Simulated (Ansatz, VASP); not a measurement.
**BN in VASP and in Ansatz**

The input POSCAR:

```
BN
1.0
    0.0000000000      1.8025552940      1.8025552940
    1.8025552940      0.0000000000      1.8025552940
    1.8025552940      1.8025552940      0.0000000000
B N
1 1
Direct
    0.0000000000      0.0000000000      0.0000000000
    0.2500000000      0.2500000000      0.2500000000
```

INCAR.step1

```
PREC = Accurate
ENCUT = 660
ISMEAR = 0
SIGMA = 0.02
LREAL = F
LASPH = T
NELM = 120
NBANDS = 11
GGA = PE
ALGO = Normal
EDIFF = 1E-5
LWAVE = T
LCHARG = F
GGA_COMPAT = F
```

File INCAR.step2:

```
PREC = Accurate
ENCUT = 660
EDIFF = 1E-6
ISMEAR = 0
SIGMA = 0.02
LREAL = F
LASPH = T
NELM = 120
ALGO = Normal
ISIF = 2
LWAVE = F
LCHARG = T
METAGGA = R2SCAN
LMIXTAU = T
LELF = T
LVHAR = T
NBANDS = 11
ISTART = 1
GGA_COMPAT = F
```

Contents of KPOINTS:

```
regular mesh
0
Gamma
  12 12 12
```

Input for Ansatz:

```yaml
crystal:
  lattice:
    - [0.0, 1.802555294, 1.802555294]
    - [1.802555294, 0.0, 1.802555294]
    - [1.802555294, 1.802555294, 0.0]
  atoms:
    - { symbol: B, position: [0.0, 0.0, 0.0] }
    - { symbol: "N", position: [0.25, 0.25, 0.25] }
basis:
  ecutwfc: 500
kpoints:
  mp_grid: { grid: [12, 12, 12] }
hamiltonian:
  xc: r2scan
  pseudopotentials: { kind: paw, azcp: { folder: soft_1 } }
scf:
  occupations: { method: gaussian, width: 0.02 }
output:
  forces: true
  stress: true
  eigenvalues: true
```

Alike in both runs: task single point; functional r2SCAN; k mesh 12 × 12 × 12; occupations gaussian, width 0.02 eV; no spin polarisation.

```csv
,VASP,Ansatz
version,VASP 6.6.1,Ansatz 0.2.0
potentials or method,"VASP PAW PBE potentials, release 64 (B, N), cutoff 660 eV","scalar-relativistic, plane waves, PAW"
valence electrons in the cell,8,8
```

```tsv
	VASP	Ansatz	Ansatz less VASP
gap on the k mesh at the Fermi level (eV)	4.99	5.00	+0.012
least direct gap on the mesh (eV)	9.57	9.60	+0.030
pressure (GPa)	2.7	1.2	-1.49
```

VASP's potentials were made for PBE, not for r2SCAN.
